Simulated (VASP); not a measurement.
Set up this calculation in VASP 6.6.1, as the native input.

- Task: single point
- Functional: PBEsol
- Potentials or basis: VASP PAW PBE potentials, release 64 (N, Zr_sv)
- Cutoff: 520 eV
- k mesh: 12 × 12 × 1
- Occupations: gaussian, width 0.1 eV
- Spin: no spin polarisation
- Dipole correction: yes
- Further INCAR settings: ALGO = Normal; EDIFF = 1e-06; NBANDS = 44

The structure of ZrN lies in POSCAR:

```
ZrN
1.0
    3.2188796041      0.0000000000      0.0000000000
   -1.6094398020      2.7876315089      0.0000000000
    0.0000000000      0.0000000000     35.1706547656
N Zr
4 4
Direct
    0.2451173725      0.7548826275      0.2320069126
   -0.0882643506      0.0882643506      0.3008715732
    0.5784096267      0.4215903733      0.3730276186
    0.2450771481      0.7549228519      0.4472836696
    0.5784495133      0.4215504867      0.2541874652
    0.2450843814      0.7549156186      0.3351354743
   -0.0882412713      0.0882412713      0.4105830419
    0.5784235858      0.4215764142      0.4869499688
```

The input as run:

INCAR

```
PREC = Accurate ; ENCUT = 520
EDIFF = 1E-6 ; ISMEAR = 0
SIGMA = 0.1 ; LREAL = False
LASPH = True ; NELM = 80
ALGO = Normal ; ISIF = 2
LWAVE = False ; LCHARG = False
LDIPOL = True ; IDIPOL = 3
DIPOL = 0.5 0.5 0.355 ; GGA = PS
NBANDS = 44
```

KPOINTS

```
Automatic mesh
0
Gamma
  12 12 1
```

Potentials or basis: VASP PAW PBE potentials, release 64 (N, Zr_sv).

The run is started by

```console
$ cat potpaw_PBE.64/N/POTCAR potpaw_PBE.64/Zr_sv/POTCAR > POTCAR
$ mpirun -np 1 vasp_std > vasp.out
```

Results of the run:

```json
{
  "Largest force": "1.275 eV/Å",
  "Band gap on the k mesh": "zero (bands 34 and 35 overlap by 0.32 eV)"
}
```

Caveat: the PAW data sets were made with another functional, which shifts forces and pressure a little.

Run time: 16 min on 1 thread of Intel(R) Xeon(R) Platinum 8488C (Sapphire Rapids), on a shared host, peak memory 0.67 GiB.
